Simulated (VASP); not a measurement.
A run of VASP 6.6.1:

The input INCAR:

```
ALGO = Normal
EDIFF = 1E-6
EDIFFG = -0.005
ENCUT = 600
GGA = PE
IBRION = 2
ISIF = 3
ISMEAR = -1
LASPH = T
LCHARG = F
LREAL = F
LWAVE = F
NELM = 60
NSW = 32
PREC = Accurate
PSTRESS = 2600.0
SIGMA = 0.1
```

File KPOINTS:

```
k-points
0
Gamma
  16 16 16
```

File POSCAR:

```
TaN
1.0
    0.0000000000      2.0576287323      2.0576287323
    2.0576287323      0.0000000000      2.0576287323
    2.0576287323      2.0576287323      0.0000000000
Ta N
1 1
Direct
    0.0000000000      0.0000000000      0.0000000000
    0.2500000000      0.2500000000      0.2500000000
```

Potentials or basis: VASP PAW PBE potentials, release 64 (Ta_pv, N).

The run is started by

```sh
$ cat potpaw_PBE.64/Ta_pv/POTCAR potpaw_PBE.64/N/POTCAR > POTCAR
$ mpirun -np 1 vasp_std > vasp.out
```

Hardware: 1 thread of Intel(R) Xeon(R) Platinum 8488C (Sapphire Rapids), on a shared host.

How long does it take, and how much memory?

Wall time 36 s on 1 thread of Intel(R) Xeon(R) Platinum 8488C (Sapphire Rapids), on a shared host, peak memory 0.18 GiB. Counts: scf iterations 27, k points 145, ion steps 4.
